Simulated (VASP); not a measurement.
# NbC7 (P-3m1) in VASP: notebook

NbC7 is run at these levels: PBE; tasks: single point, relaxation of cell and atoms.

All numbers are computed with VASP 6.6.1; they aren't measurements. Logs are shortened: lines on timing, memory, paths and dates and some standing lists are left out, and cuts for length are marked.

## 1. The cell of the first run

It takes space group P-3m1 (No. 164, trigonal). The conventional cell has a = 4.216 Å, b = 4.216 Å, c = 12.265 Å, α = 90.00°, β = 90.00°, γ = 120.00°. Nb (site symmetry 3m) has 4 C at 1.90 to 2.43 Å within 2.5 Å. C (site symmetry 3m) has 4 Nb at 1.90 to 2.43 Å within 2.5 Å. Within 1.9 Å of C (site symmetry 1) lie 3 C at 1.40 to 1.41 Å.

## 2. Single point, PBE

INCAR

```
SYSTEM = NbC7
ALGO     = Normal         ! electronic algorithm
EDIFF    = 1E-7           ! SCF threshold, eV
ENCUT    = 520            ! plane-wave cutoff, eV
GGA      = PE             ! functional
ISIF     = 2              ! what is computed and relaxed
ISMEAR   = 0              ! smearing method
LASPH    = .True.         ! aspherical terms in the spheres
LCHARG   = .False.        ! write CHGCAR
LREAL    = Auto         
LWAVE    = .False.        ! write WAVECAR
NBANDS   = 55             ! bands
NELM     = 100            ! most SCF steps
PREC     = Accurate       ! precision mode
SIGMA    = 0.2            ! smearing width, eV
```

KPOINTS

```
k-points
0
Gamma
  4 4 2
  0 0 0
```

POSCAR

```
NbC7
1.0
    4.2159688862      0.0000000000      0.0000000000
   -2.1079844431      3.6511361570      0.0000000000
    0.0000000000      0.0000000000     12.2652223182
Nb C
2 14
Direct
    0.3333333333      0.6666666667      0.0781770669
    0.6666666667      0.3333333333      0.9218229331
    0.3333333333      0.6666666667      0.9232156587
    0.6666666667      0.3333333333      0.0767843413
    0.3331724818      0.3332878865      0.3270131009
    0.0001154047      0.3332878865      0.3270131009
    0.6667121135      0.9998845953      0.3270131009
    0.3331724818      0.9998845953      0.3270131009
    0.6667121135      0.6668275182      0.3270131009
    0.0001154047      0.6668275182      0.3270131009
    0.9998845953      0.3331724818      0.6729868991
    0.6668275182      0.0001154047      0.6729868991
    0.3332878865      0.3331724818      0.6729868991
    0.3332878865      0.0001154047      0.6729868991
    0.6668275182      0.6667121135      0.6729868991
    0.9998845953      0.6667121135      0.6729868991
```

Potentials or basis: VASP PAW PBE potentials, release 64 (Nb_sv, C).

Started as:

```sh
> cat potpaw_PBE.64/Nb_sv/POTCAR potpaw_PBE.64/C/POTCAR > POTCAR
> mpirun -np 1 vasp_std > vasp.out
```

OUTCAR:

```text
SYSTEM = NbC7
   EDIFF = 1E-7
   ENCUT = 520
   GGA = PE
   ISIF = 2
   ISMEAR = 0
   LASPH = .True.
   LREAL = Auto
   NELM = 100
   PREC = Accurate

 ion  position               nearest neighbor table
   1  0.333  0.667  0.078-   3 1.90   4 2.43   4 2.43   4 2.43
   2  0.667  0.333  0.922-   4 1.90   3 2.43   3 2.43   3 2.43
   3  0.333  0.667  0.923-   1 1.90   2 2.43   2 2.43   2 2.43
   4  0.667  0.333  0.077-   2 1.90   1 2.43   1 2.43   1 2.43
   5  0.333  0.333  0.327-   6 1.40   8 1.41   9 1.41
   6  0.000  0.333  0.327-   5 1.40   7 1.41  10 1.41
   7  0.667  1.000  0.327-   9 1.40   6 1.41   8 1.41
   8  0.333  1.000  0.327-  10 1.40   5 1.41   7 1.41
   9  0.667  0.667  0.327-   7 1.40  10 1.41   5 1.41
  10  0.000  0.667  0.327-   8 1.40   9 1.41   6 1.41
  11  1.000  0.333  0.673-  12 1.40  13 1.41  16 1.41
  12  0.667  0.000  0.673-  11 1.40  15 1.41  14 1.41
  13  0.333  0.333  0.673-  14 1.40  11 1.41  15 1.41
  14  0.333  0.000  0.673-  13 1.40  16 1.41  12 1.41
  15  0.667  0.667  0.673-  16 1.40  12 1.41  13 1.41
  16  1.000  0.667  0.673-  15 1.40  14 1.41  11 1.41

  LATTYP: Found a hexagonal cell.
 ALAT       =     4.2159688862
 C/A-ratio  =     2.9092297997

  Lattice vectors:

 A1 = (   4.2159688862,   0.0000000000,   0.0000000000)
 A2 = (  -2.1079844431,   3.6511361570,   0.0000000000)
 A3 = (   0.0000000000,   0.0000000000,  12.2652223182)

Analysis of symmetry for initial positions (statically):
=====================================================================
 Subroutine PRICEL returns:
 Original cell was already a primitive cell.

 Routine SETGRP: Setting up the symmetry group for a
 hexagonal supercell.

 Subroutine GETGRP returns: Found 12 space group operations
 (whereof 12 operations were pure point group operations)
 out of a pool of 24 trial point group operations.

The static configuration has the point symmetry D_3d.

Analysis of symmetry for dynamics (positions and initial velocities):
=====================================================================
 Subroutine PRICEL returns:
 Original cell was already a primitive cell.

 Routine SETGRP: Setting up the symmetry group for a
 hexagonal supercell.

 Subroutine GETGRP returns: Found 12 space group operations
 (whereof 12 operations were pure point group operations)
 out of a pool of 24 trial point group operations.

The dynamic configuration has the point symmetry D_3d.

 Subroutine INISYM returns: Found 12 space group operations
 (whereof 12 operations are pure point group operations),
 and found     1 'primitive' translations

----------------------------------------------------------------------------------------

                                     Primitive cell

  volume of cell :     188.7995

  direct lattice vectors                    reciprocal lattice vectors
     4.215968886  0.000000000  0.000000000     0.237193401  0.136943674  0.000000000
    -2.107984443  3.651136157  0.000000000     0.000000000  0.273887348  0.000000000
     0.000000000  0.000000000 12.265222318     0.000000000  0.000000000  0.081531339

  length of vectors
     4.215968886  4.215968886 12.265222318     0.273887348  0.273887348  0.081531339

  position of ions in fractional coordinates (direct lattice)
     0.333333333  0.666666667  0.078177067
     0.666666667  0.333333333  0.921822933
     0.333333333  0.666666667  0.923215659
     0.666666667  0.333333333  0.076784341
     0.333172482  0.333287887  0.327013101
     0.000115405  0.333287887  0.327013101
[... 8 lines left out ...]
     0.666827518  0.666712113  0.672986899
     0.999884595  0.666712113  0.672986899

  ion indices of the primitive-cell ions
   primitive index   ion index
                 1           1
                 2           2
                 3           3
                 4           4
                 5           5
                 6           6
[... 8 lines left out ...]
                15          15
                16          16

----------------------------------------------------------------------------------------

 KPOINTS: k-points

Automatic generation of k-mesh.
 Grid dimensions read from file:
 generate k-points for:    4    4    2

 Generating k-lattice:

  Cartesian coordinates                     Fractional coordinates (reciprocal lattice)
     0.059298350  0.034235919  0.000000000     0.250000000  0.000000000  0.000000000
     0.000000000  0.068471837  0.000000000     0.000000000  0.250000000  0.000000000
     0.000000000  0.000000000  0.040765670     0.000000000  0.000000000  0.500000000

  Length of vectors
     0.068471837  0.068471837  0.040765670

  Shift w.r.t. Gamma in fractional coordinates (k-lattice)
     0.000000000  0.000000000  0.000000000

 Subroutine IBZKPT returns following result:
 ===========================================

 Found      8 irreducible k-points:

 Following reciprocal coordinates:
            Coordinates               Weight
  0.000000  0.000000  0.000000      1.000000
  0.250000  0.000000  0.000000      6.000000
  0.500000  0.000000  0.000000      3.000000
  0.250000  0.250000  0.000000      6.000000
  0.000000  0.000000  0.500000      1.000000
  0.250000  0.000000  0.500000      6.000000
  0.500000  0.000000  0.500000      3.000000
  0.250000  0.250000  0.500000      6.000000
   k-points           NKPTS =      8   k-points in BZ     NKDIM =      8   number of bands    NBANDS=     55
   number of dos      NEDOS =    301   number of ions     NIONS =     16
   total plane-waves  NPLWV =  98304
   dimension x,y,z NGX =    32 NGY =   32 NGZ =   96
   dimension x,y,z NGXF=    64 NGYF=   64 NGZF=  192
   ions per type =               2  14
   NGX,Y,Z   is equivalent  to a cutoff of  12.62, 12.62, 13.01 a.u.
   NGXF,Y,Z  is equivalent  to a cutoff of  25.24, 25.24, 26.02 a.u.
 SYSTEM =  NbC7
   PREC   = accura    normal or accurate (medium, high low for compatibility)
   ISTART =      0    job   : 0-new  1-cont  2-samecut
   ICHARG =      2    charge: 1-file 2-atom 10-const
   ISPIN  =      1    spin polarized calculation?
   LNONCOLLINEAR =      F non collinear calculations
   LSORBIT =      F    spin-orbit coupling
   LASPH  =      T    aspherical Exc in radial PAW
   ENCUT  =  520.0 eV  38.22 Ry    6.18 a.u.   7.84  7.84 22.81*2*pi/ulx,y,z
   NELM   =    100;   NELMIN=  2; NELMDL= -5     # of ELM steps
   EDIFF  = 0.1E-06   stopping-criterion for ELM
   LREAL  =      T    real-space projection
   EDIFFG = 0.1E-05   stopping-criterion for IOM
   NSW    =      0    number of steps for IOM
   IBRION =     -1    ionic relax: 0-MD 1-quasi-New 2-CG
   NFREE  =      0    steps in history (QN), initial steepest desc. (CG)
   ISIF   =      2    stress and relaxation
   ISYM   =      2    0-nonsym 1-usesym 2-fastsym
   POTIM  = 0.5000    time-step for ionic-motion
   TEBEG  =    0.0;   TEEND  =   0.0 temperature during run
   PSTRESS=    0.0 pullay stress
   NELECT =      82.0000    total number of electrons
   NUPDOWN=      -1.0000    fix difference up-down
   EMIN   =  10.00;   EMAX   =-10.00  energy-range for DOS
   EFERMI =   0.00;   METHOD = LEGACY
   ISMEAR =     0;   SIGMA  =   0.20  broadening in eV -4-tet -1-fermi 0-gaus
   EFERMI_NEDOS =   21; number of points for ismear=-14 and -15
   IALGO  =     38    algorithm
   IMIX   =      4    mixing-type and parameters
     AMIX     =   0.40;   BMIX     =  1.00
     AMIX_MAG =   1.60;   BMIX_MAG =  1.00
  volume/ion in A,a.u.               =      11.80        79.63
  Fermi-wavevector in a.u.,A,eV,Ry     =   1.239783  2.342851 20.913011  1.537063
  Thomas-Fermi vector in A             =   2.374252
   LORBIT       =      0    0 simple, 1 ext, 2 COOP (PROOUT), +10 PAW based schemes
   GGA     = PE    functional components
   LHFCALC =     F    Hartree Fock is set to
   AEXX    =    0.0000 exact exchange contribution
   IVDW    =     0    specifies the selected vdW correction
   LEPSILON=     F    determine dielectric tensor
   LRPA    =     F    only Hartree local field effects (RPA)
 non-spin polarized calculation
 Gauss-broadening in eV      SIGMA  =   0.20
  energy-cutoff  :      520.00
  volume of cell :      188.80
 maximum number of plane-waves:      5106
 NGX is ok and might be reduce to    32
   NGX = 15   NGY = 15   NGZ = 45

 number of electron      81.9999998 magnetization

 Free energy of the ion-electron system (eV)
  ---------------------------------------------------
  ext. energy  EPLUGINS =         0.00000000
  ---------------------------------------------------
  free energy    TOTEN  =      -145.51011710 eV

  energy without entropy =     -145.44840346  energy(sigma->0) =     -145.47926028

 E-fermi :   5.2279     XC(G=0):  -9.8165

 val. band max:        5.2244737185   @ k =   0.5000   0.0000   0.5000
 cond. band min:       5.3247744714   @ k =   0.2500   0.2500   0.0000
 fundamental gap:      0.1003007529
 Fermi energy:         5.2279304098

 k-point     1 :       0.0000    0.0000    0.0000
  band No.  band energies     occupation
      1     -50.7798      2.00000
      2     -50.7144      2.00000
      3     -27.0371      2.00000
      4     -26.8744      2.00000
      5     -26.8744      2.00000
      6     -26.8085      2.00000
[... 45 lines left out ...]
     52       9.3949      0.00000
     53       9.3949      0.00000

 k-point     2 :       0.2500    0.0000    0.0000
  band No.  band energies     occupation
      1     -50.7710      2.00000
      2     -50.7222      2.00000
      3     -27.0410      2.00000
      4     -26.9584      2.00000
      5     -26.8905      2.00000
      6     -26.7522      2.00000
[... 45 lines left out ...]
     52       8.2139      0.00000
     53       9.2085      0.00000
[... 278 lines left out ...]
     52      10.3218      0.00000
     53      10.9982      0.00000

 k-point     8 :       0.2500    0.2500    0.5000
  band No.  band energies     occupation
      1     -50.7569      2.00000
      2     -50.7351      2.00000
      3     -27.0384      2.00000
      4     -27.0094      2.00000
      5     -26.9177      2.00000
      6     -26.7197      2.00000
[... 45 lines left out ...]
     52       8.8427      0.00000
     53       9.1713      0.00000
 [bands above 53 left out]

------------------------ aborting loop because EDIFF is reached ----------------------------------------

  FORCE on cell =-STRESS in cart. coord.  units (eV):
  Direction    XX          YY          ZZ          XY          YZ          ZX
  --------------------------------------------------------------------------------------
  -------------------------------------------------------------------------------------
  Total        0.1585559      0.1585559     -0.1464167      0.0000000     -0.0000000      0.0000000
  in kB        1.3455263      1.3455263     -1.2425111      0.0000000     -0.0000000      0.0000000
  external PRESSURE =       0.4828472 kB  Pullay stress =       0.0000000 kB

 VOLUME and BASIS-vectors are now :
 -----------------------------------------------------------------------------
  energy-cutoff  :      520.00
  volume of cell :      188.80
      direct lattice vectors                 reciprocal lattice vectors
     4.215968886  0.000000000  0.000000000     0.237193401  0.136943674  0.000000000
    -2.107984443  3.651136157  0.000000000     0.000000000  0.273887348  0.000000000
     0.000000000  0.000000000 12.265222318     0.000000000  0.000000000  0.081531339

 POSITION                                       TOTAL-FORCE (eV/Angst)
 -----------------------------------------------------------------------------------
     -0.00000      2.43409      0.95886        -0.000000      0.000000     -0.016215
      2.10798      1.21705     11.30636        -0.000000      0.000000      0.016215
     -0.00000      2.43409     11.32345        -0.000000      0.000000     -0.007530
      2.10798      1.21705      0.94178        -0.000000      0.000000      0.007530
      0.70208      1.21688      4.01089         0.007665     -0.027915     -0.006707
     -0.70208      1.21688      4.01089        -0.007665     -0.027915     -0.006707
[... 8 lines left out ...]
      1.40591      2.43426      8.25433        -0.007665      0.027915      0.006707
      2.81006      2.43426      8.25433         0.007665      0.027915      0.006707
 -----------------------------------------------------------------------------------
    total drift:                                0.000000      0.000000     -0.000000

  FREE ENERGIE OF THE ION-ELECTRON SYSTEM (eV)
  ---------------------------------------------------
  free  energy   TOTEN  =      -145.5101170987 eV

  energy  without entropy=     -145.4484034605  energy(sigma->0) =     -145.47926028
```

Wall time 2.5 min (1 thread of Intel Xeon Platinum 8488C (Sapphire Rapids), shared host); peak memory 0.32 GiB.

What came out:

- Free energy: -145.5101 eV
- Pressure: 0.0 GPa
- Largest force: 0.030 eV/Å
- Band gap on the k mesh: zero (bands 41 and 42 overlap by 0.71 eV)

Forces in eV/Å, atoms in the order of the input:
```
Nb   0.000  0.000 -0.016
Nb   0.000  0.000  0.016
C    0.000  0.000 -0.008
C    0.000  0.000  0.008
C    0.008 -0.028 -0.007
C   -0.008 -0.028 -0.007
C    0.020  0.021 -0.007
C   -0.020  0.021 -0.007
C    0.028  0.007 -0.007
C   -0.028  0.007 -0.007
C    0.028 -0.007  0.007
C    0.020 -0.021  0.007
C   -0.028 -0.007  0.007
C   -0.020 -0.021  0.007
C   -0.008  0.028  0.007
C    0.008  0.028  0.007
```

Caveat: the k points lie up to 0.43 Å⁻¹ apart, too coarse for converged energies and pressures of a metal; this functional lacks dispersion, which binds layers or chains, so the pressure and a relaxed spacing across them are unreliable.

[end of part 1 of 3]

The gap in the log of VASP goes by the Fermi energy; the results here count the filled bands.